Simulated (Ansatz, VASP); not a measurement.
**Two plane-wave programs on PtSe2**

```
Pt Se
1.0
     3.50442    0.00000    0.00000
    -1.75221    3.03492    0.00000
     0.00000    0.00000    5.71623
Pt Se
1 2
Direct
  0.00000 0.00000 0.00000
  0.33333 0.66667 0.25000
  0.66667 0.33333 0.75000
```

Alike in both runs: task single point; functional PBEsol; dispersion D3(BJ); k mesh 18 × 18 × 10; occupations gaussian, width 0.15 eV; no spin polarisation.

```csv
,VASP,Ansatz
version,VASP 6.6.1,Ansatz 0.2.0
potentials or method,"VASP PAW PBE potentials, release 64 (Pt, Se), cutoff 520 eV","scalar-relativistic, plane waves, PAW"
valence electrons in the cell,22,50
```

```tsv
	VASP	Ansatz	Ansatz less VASP
gap on the k mesh at the Fermi level (eV)	0.23	0.24	+0.012
least direct gap on the mesh (eV)	0.57	0.58	+0.008
pressure (GPa)	3.7	3.5	-0.13
traceless stress, the component that is largest in VASP (GPa)	-7.35	-7.34	+0.017
rms of the force components (eV/Å)	0.060	0.068	+0.0083
```

VASP's potentials were made for PBE, not for PBEsol. Atom by atom the forces differ by 0.008 eV/Å (rms over components). VASP's potentials hold 22 valence electrons a cell and Ansatz's 50, so a difference there can come from the potentials and not from the codes.

Neither program's run includes spin-orbit coupling.
